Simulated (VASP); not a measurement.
The system is Tc.

```
CELL_PARAMETERS angstrom
0.00000 1.95000 1.95000
1.95000 0.00000 1.95000
1.95000 1.95000 0.00000
ATOMIC_POSITIONS crystal
Tc 0.00000 0.00000 0.00000
```

Base run:

* Program: VASP 6.6.1
* Functional: PBE
* Potentials or basis: VASP PAW PBE potentials, release 64 (Tc_pv)
* Cutoff: 520 eV
* k mesh: 12 × 12 × 12
* Occupations: fermi-dirac, width 0.05 eV
* Spin: no spin polarisation

Its results: pressure -6.9 GPa.

Q: The run is repeated on the same cell with these changes: functional from PBE to r2SCAN; dispersion from none to D3(BJ). What comes out?

A: Pressure -13.9 GPa.

Several settings changed at once, so the effect can't be laid on one alone.

Caveats: three body term missing (some runs); the PAW data sets were made with another functional, which shifts forces and pressure a little (some runs); pairwise dispersion overbinds metals, which lowers pressure and volume (some runs).
